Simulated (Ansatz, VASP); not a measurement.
SnTe3: VASP beside Ansatz

INCAR

```
PREC = Accurate
ENCUT = 600
EDIFF = 1E-6
ISMEAR = 0
SIGMA = 0.1
LREAL = F
LASPH = T
NELM = 100
ALGO = Normal
ISIF = 3
LWAVE = F
LCHARG = F
GGA = PE
IBRION = 2
NSW = 90
EDIFFG = -0.04
```

Contents of KPOINTS:

```
regular mesh
0
Gamma
  6 6 4
```

The input POSCAR:

```
SnTe3
1.0
    5.6110120100      0.0000000000      0.0000000000
   -2.8055060100      4.8592789400      0.0000000000
    0.0000000000      0.0000000000      5.3904511200
Sn Te
1 3
Direct
    0.0000000000      0.0000000000      0.0000000000
    0.5000000000      0.0000000000      0.0000000000
    0.0000000000      0.5000000000      0.0000000000
    0.5000000000      0.5000000000      0.0000000000
```

Input for Ansatz:

```yaml
crystal:
  lattice:
    - [5.61101201, 0.0, 0.0]
    - [-2.80550601, 4.85927894, 0.0]
    - [0.0, 0.0, 5.39045112]
  atoms:
    - { symbol: Sn, position: [0.0, 0.0, 0.0] }
    - { symbol: Te, position: [0.5, 0.0, 0.0] }
    - { symbol: Te, position: [0.0, 0.5, 0.0] }
    - { symbol: Te, position: [0.5, 0.5, 0.0] }
basis:
  ecutwfc: 420
kpoints:
  mp_grid: { grid: [6, 6, 4] }
hamiltonian:
  xc: pbe
scf:
  occupations: { method: gaussian, width: 0.1 }
  lower_state_search: "off"
output:
  forces: true
  stress: true
  eigenvalues: true
relax:
  adjacent_minimum: "off"
  f_tol: 0.04
  max_steps: 70
  cell: { stress_tol: 0.4 }
```

Alike in both runs: task relaxation of cell and atoms; functional PBE; k mesh 6 × 6 × 4; occupations gaussian, width 0.1 eV; no spin polarisation.

```csv
,VASP,Ansatz
version,VASP 6.6.1,Ansatz 0.2.0
potentials or method,"VASP PAW PBE potentials, release 64 (Sn_d, Te), cutoff 600 eV","scalar-relativistic, plane waves, PAW"
valence electrons in the cell,32,62
```

|  | VASP | Ansatz | Ansatz less VASP |
| --- | --- | --- | --- |
| gap on the k mesh at the Fermi level, each at its own relaxed structure (eV) | none | none | - |
| relaxed volume (Å³/atom) | 47.61 | 48.28 | +0.675 |
| relaxed cell length with the largest relative difference (Å) | 5.388 | 5.465 | +0.0765 |

A gap of «none» marks a metal or a gap that the smearing closes. VASP's potentials hold 32 valence electrons a cell and Ansatz's 62, so a difference there can come from the potentials and not from the codes.

Neither program's run includes spin-orbit coupling. Noted on VASP's run: the volume moved by over 15 % at a fixed basis, so the end points are rough.
